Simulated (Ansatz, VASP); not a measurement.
# Ta in VASP and in Ansatz

Contents of INCAR:

```
PREC = Accurate
ENCUT = 520
EDIFF = 1E-7
ISMEAR = -1
SIGMA = 0.04
LREAL = F
LASPH = T
NELM = 80
ALGO = Fast
ISIF = 2
LWAVE = F
LCHARG = T
GGA = PE
LELF = T
LVHAR = T
NBANDS = 12
```

File KPOINTS:

```
Automatic mesh
0
Gamma
  4 4 4
```

Contents of POSCAR:

```
Ta
1.0
   -1.6512800000      1.6512800000      1.6512800000
    1.6512800000     -1.6512800000      1.6512800000
    1.6512800000      1.6512800000     -1.6512800000
Ta
1
Direct
    0.0000000000      0.0000000000      0.0000000000
```

input.yaml

```yaml
crystal:
  lattice:
    - [-1.65128, 1.65128, 1.65128]
    - [1.65128, -1.65128, 1.65128]
    - [1.65128, 1.65128, -1.65128]
  atoms:
    - { symbol: Ta, position: [0.0, 0.0, 0.0] }
kpoints:
  mp_grid: { grid: [4, 4, 4] }
scf:
  occupations: { method: fermi_dirac, width: 0.04 }
hamiltonian:
  xc: pbe
  pseudopotentials: { kind: all_electron, lapw: { basis_error: 0.003 } }
output:
  forces: true
  stress: true
  eigenvalues: true
```

Alike in both runs: task single point; functional PBE; k mesh 4 × 4 × 4; occupations fermi-dirac, width 0.04 eV; no spin polarisation.

|  | VASP | Ansatz |
| --- | --- | --- |
| version | VASP 6.6.1 | Ansatz 0.2.0 |
| potentials or method | VASP PAW PBE potentials, release 64 (Ta_pv), cutoff 520 eV | all-electron LAPW, scalar-relativistic |

```tsv
	VASP	Ansatz	Ansatz less VASP
gap on the k mesh at the Fermi level (eV)	none	none	-
pressure (GPa)	3.3	3.1	-0.18
```

A gap of «none» marks a metal or a gap that the smearing closes. Ansatz ran all-electron here, and VASP with PAW potentials.

The k mesh is coarse, so the values compare programs but aren't converged. Neither program's run includes spin-orbit coupling. Noted on Ansatz's run: the k mesh is thin for a metal, which can move the energy by tens of meV per atom.
